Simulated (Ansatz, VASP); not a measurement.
# Two plane-wave programs on Ti

The input INCAR:

```
SYSTEM = Ti
PREC = Accurate
ENCUT = 520
EDIFF = 1E-6
ISMEAR = 0
SIGMA = 0.1
LREAL = .FALSE.
LASPH = .TRUE.
NELM = 80
ALGO = Fast
ISIF = 2
LWAVE = .FALSE.
LCHARG = .FALSE.
GGA = PE
NBANDS = 19
```

File KPOINTS:

```
Automatic mesh
0
G
  18 18 12
  0 0 0
```

The input POSCAR:

```
Ti
1.0
    2.0560175230      2.0560175230      0.0000000000
   -2.0560175230      2.0560175230      0.0000000000
    0.0000000000      0.0000000000      4.2765164478
Ti
2
Direct
    0.0000000000      0.0000000000      0.0000000000
    0.5000000000      0.5000000000      0.5000000000
```

Input for Ansatz:

```yaml
crystal:
  lattice:
    - [2.056017523, 2.056017523, 0.0]
    - [-2.056017523, 2.056017523, 0.0]
    - [0.0, 0.0, 4.2765164478]
  atoms:
    - { symbol: Ti, position: [0.0, 0.0, 0.0] }
    - { symbol: Ti, position: [0.5, 0.5, 0.5] }
basis:
  ecutwfc: 420
kpoints:
  mp_grid: { grid: [18, 18, 12] }
hamiltonian:
  xc: pbe
scf:
  occupations: { method: gaussian, width: 0.1 }
output:
  forces: true
  stress: true
  eigenvalues: true
```

Change from the starting cell: strain along c alone, the other axes held, atoms relaxed: +4.0 %.

Alike in both runs: task single point; functional PBE; k mesh 18 × 18 × 12; occupations gaussian, width 0.1 eV; no spin polarisation.

```csv
,VASP,Ansatz
version,VASP 6.6.1,Ansatz 0.2.0
potentials or method,"VASP PAW PBE potentials, release 64 (Ti_sv), cutoff 520 eV","scalar-relativistic, plane waves, PAW"
valence electrons in the cell,24,24
```

|  | VASP | Ansatz | Ansatz less VASP |
| --- | --- | --- | --- |
| gap on the k mesh at the Fermi level (eV) | none | none | - |
| pressure (GPa) | -4.2 | -3.9 | +0.25 |
| traceless stress, the component that is largest in VASP (GPa) | -0.95 | -0.94 | +0.003 |

A gap of «none» marks a metal or a gap that the smearing closes. The functional is the same, so the differences come from potentials, cutoffs and numerics.
